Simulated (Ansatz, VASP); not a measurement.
# Two plane-wave programs on Re

```
Re
1.0
     1.38198    0.79789    4.53695
    -1.38198    0.79789    4.53695
     0.00000   -1.59578    4.53695
Re
2
Direct
  0.25000 0.25000 0.25000
  0.75000 0.75000 0.75000
```

Alike in both runs: functional PBE; k mesh 6 × 6 × 6; occupations gaussian, width 0.1 eV; no spin polarisation.

Ansatz relaxed the structure, and its values are those at the end. VASP's run is a single point on that final structure, the one shown.

|  | VASP | Ansatz |
| --- | --- | --- |
| version | VASP 6.6.1 | Ansatz 0.2.0 |
| potentials or method | VASP PAW PBE potentials, release 64 (Re), cutoff 520 eV | scalar-relativistic, plane waves, PAW |
| valence electrons in the cell | 14 | 30 |

VASP gave:

| Item | Value |
| --- | --- |
| gap on the k mesh at the Fermi level (eV) | none |
| pressure (GPa) | -0.6 |

Problem. Which values does Ansatz return?

Solution. gap on the k mesh at the Fermi level (eV): none; pressure (GPa): 0.0.

A gap of «none» marks a metal or a gap that the smearing closes. With one functional, cell and mesh, what is left measures potentials, basis and numerics. VASP's potentials hold 14 valence electrons a cell and Ansatz's 30, so a difference there can come from the potentials and not from the codes.

The k mesh is coarse, so the values compare programs but aren't converged. Spin-orbit coupling is off throughout.
